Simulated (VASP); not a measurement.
Si (a cell with a defect), 17 atoms in the cell. The cell holds a defect, 17 atoms: a = 7.679 Å, b = 7.679 Å, c = 7.679 Å, α = 60.00°, β = 60.00°, γ = 60.00°. 

* Program: VASP 6.6.1
* Task: relaxation of the atoms
* Functional: PBE
* Potentials or basis: VASP PAW PBE potentials, release 64 (Si)
* Cutoff: 520 eV
* k mesh: 2 × 2 × 2
* Occupations: gaussian, width 0.05 eV
* Spin: no spin polarisation
* Dipole correction: no
* Further INCAR settings: LREAL = Auto; ALGO = Normal; EDIFF = 1e-07; IBRION = 2; EDIFFG = -0.03; NSW = 80

Potentials or basis: VASP PAW PBE potentials, release 64 (Si).

Command:

```bash
$ cat potpaw_PBE.64/Si/POTCAR > POTCAR
$ mpirun -np 1 vasp_std > vasp.out
```

Hardware: 1 thread of Intel(R) Xeon(R) Platinum 8259CL CPU @ 2.50GHz (Skylake/Cascade Lake), on a shared host.

Task: How long does it take, and how much memory?

Result: It took 39 min on 1 thread of Intel(R) Xeon(R) Platinum 8259CL CPU @ 2.50GHz (Skylake/Cascade Lake), on a shared host, peak memory 0.53 GiB. Counts: scf iterations 155, k points 8, ion steps 20.
